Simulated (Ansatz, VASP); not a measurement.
Te3MoPt in VASP and in Ansatz

```xyz
5
Lattice="5.2114 0.0000 0.0000 0.0000 5.2114 0.0000 0.0000 0.0000 5.2114" Properties=species:S:1:pos:R:3 pbc="T T T"
Te    0.0000    2.6057    2.6057
Te    2.6057    0.0000    2.6057
Te    2.6057    2.6057    0.0000
Mo    2.6057    2.6057    2.6057
Pt    0.0000    0.0000    0.0000
```

Change from the starting cell: species swapped into the Sr3BiP type (Pm-3m, No. 221).

Alike in both runs: functional PBE; k mesh 4 × 4 × 4; occupations gaussian, width 0.1 eV; no spin polarisation.

Ansatz relaxed the structure, and its values are those at the end. VASP's run is a single point on that final structure, the one shown.

|  | VASP | Ansatz |
| --- | --- | --- |
| version | VASP 6.6.1 | Ansatz 0.2.0 |
| potentials or method | VASP PAW PBE potentials, release 64 (Te, Mo_sv, Pt), cutoff 520 eV | scalar-relativistic, plane waves, PAW |
| valence electrons in the cell | 42 | 80 |

|  | VASP | Ansatz | Ansatz less VASP |
| --- | --- | --- | --- |
| gap on the k mesh at the Fermi level (eV) | none | none | - |
| pressure (GPa) | -0.2 | -0.1 | +0.10 |

A gap of «none» marks a metal or a gap that the smearing closes. The functional is the same, so the differences come from potentials, cutoffs and numerics. VASP's potentials hold 42 valence electrons a cell and Ansatz's 80, so a difference there can come from the potentials and not from the codes.

Neither program's run includes spin-orbit coupling.
